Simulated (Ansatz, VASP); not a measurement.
## Two plane-wave programs on Ta2N

```
CELL_PARAMETERS angstrom
3.00631 0.00000 0.00000
-1.50315 2.60354 0.00000
0.00000 0.00000 4.85548
ATOMIC_POSITIONS crystal
Ta 0.66667 0.33333 0.74637
Ta 0.33333 0.66667 0.25363
N 0.00000 0.00000 0.00000
```

Alike in both runs: task single point; functional PBEsol; k mesh 18 × 18 × 10; occupations gaussian, width 0.15 eV; no spin polarisation.

|  | VASP | Ansatz |
| --- | --- | --- |
| version | VASP 6.6.1 | Ansatz 0.2.0 |
| potentials or method | VASP PAW PBE potentials, release 64 (Ta_pv, N), cutoff 520 eV | scalar-relativistic, plane waves, PAW |
| valence electrons in the cell | 27 | 31 |

Ansatz gave:

* gap on the k mesh at the Fermi level (eV): none
* pressure (GPa): 13.6
* traceless stress, the component that is largest in VASP (GPa): -4.58
* rms of the force components (eV/Å): 0.266

Question: Which values does VASP return?

Answer: gap on the k mesh at the Fermi level (eV): none; pressure (GPa): 14.3; traceless stress, the component that is largest in VASP (GPa): -4.66; rms of the force components (eV/Å): 0.295.

VASP's potentials were made for PBE, not for PBEsol, and Ansatz warns of the same on its side. Atom by atom the forces differ by 0.029 eV/Å (rms over components). A gap of «none» marks a metal or a gap that the smearing closes. VASP's potentials hold 27 valence electrons a cell and Ansatz's 31, so a difference there can come from the potentials and not from the codes.

Neither program's run includes spin-orbit coupling.
